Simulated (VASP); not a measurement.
Here is a VASP 6.6.1 calculation.

The input INCAR:

```
PREC = Accurate
ENCUT = 600
EDIFF = 1E-6
ISMEAR = -1
SIGMA = 0.05
LREAL = False
LASPH = True
NELM = 100
ALGO = Normal
ISIF = 3
LWAVE = False
LCHARG = False
GGA = PE
IBRION = 2
NSW = 60
EDIFFG = -0.005
PSTRESS = 14.0
```

Contents of KPOINTS:

```
Automatic mesh
0
Gamma
  11 11 3
```

The input POSCAR:

```
Sn
1.0
    3.3674727350      0.0000000000      0.0000000000
   -1.6837363675      2.9163169350      0.0000000000
    0.0000000000      0.0000000000     10.9442863886
Sn
4
Direct
    0.0000000000      0.0000000000      0.0000000000
    0.0000000000      0.0000000000      0.5000000000
    0.3333333333      0.6666666667      0.2500000000
    0.6666666667      0.3333333333      0.7500000000
```

Potentials or basis: VASP PAW PBE potentials, release 64 (Sn_d).

Command:

```sh
$ cat potpaw_PBE.64/Sn_d/POTCAR > POTCAR
$ mpirun -np 1 vasp_std > vasp.out
```

Problem. What does it give for the band gap on the k mesh?

Solution. Zero (bands 28 and 29 overlap by 7.75 eV).

Problem. What does it give for the space group after relaxing (to 0.1 Å)?

Solution. P6_3/mmc (No. 194).

Final structure:
```xyz
4
Lattice="3.3567 0.0000 0.0000 -1.6784 2.9070 0.0000 0.0000 0.0000 11.0967" Properties=species:S:1:pos:R:3 pbc="T T T"
Sn   -1.6784    2.9070    0.0000
Sn    0.0000    0.0000    5.5483
Sn    0.0000    1.9380    2.7742
Sn    1.6784    0.9690    8.3225
```

Caveat: the cell is relaxed towards a set pressure, so the run minimises the enthalpy, not the energy; spin-orbit coupling is left out, which moves the levels of the heavy elements.
